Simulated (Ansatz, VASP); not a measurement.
# MnF: VASP beside Ansatz

```
CELL_PARAMETERS angstrom
3.16564 0.00000 0.00000
-1.58282 2.74152 0.00000
0.00000 0.00000 7.34931
ATOMIC_POSITIONS crystal
Mn 0.33333 0.66667 0.03422
Mn 0.66667 0.33333 0.53422
F 0.33333 0.66667 0.35221
F 0.66667 0.33333 0.85221
```

Alike in both runs: functional r2SCAN; k mesh 6 × 6 × 4; occupations gaussian, width 0.1 eV; collinear spin; Hubbard terms Mn d U = 3.9 eV.

Ansatz relaxed the structure, and its values are those at the end. VASP's run is a single point on that final structure, the one shown.

|  | VASP | Ansatz |
| --- | --- | --- |
| version | VASP 6.6.1 | Ansatz 0.2.0 |
| potentials or method | VASP PAW PBE potentials, release 64 (Mn_pv, F), cutoff 520 eV | scalar-relativistic, plane waves, PAW |
| valence electrons in the cell | 40 | 44 |

```csv
,VASP,Ansatz,Ansatz less VASP
gap on the k mesh at the Fermi level (eV),none,none,-
pressure (GPa),-0.8,0.2,+0.92
rms of the force components (eV/Å),0.003,0.004,+0.0012
net moment per atom (μB),2.45,2.47,+0.027
size of the moment on the site where the two differ most (μB),4.64,4.35,-0.287
```

VASP's potentials were made for PBE, not for r2SCAN. Site moments also hang on the region over which each program counts them. The programs project onto different local orbitals, so the same U acts differently, and such runs can settle in different states. A gap of «none» marks a metal or a gap that the smearing closes. VASP's potentials hold 40 valence electrons a cell and Ansatz's 44, so a difference there can come from the potentials and not from the codes. Ansatz's warnings: filled band counts differ across k points.

The k mesh is coarse, so the values compare programs but aren't converged.
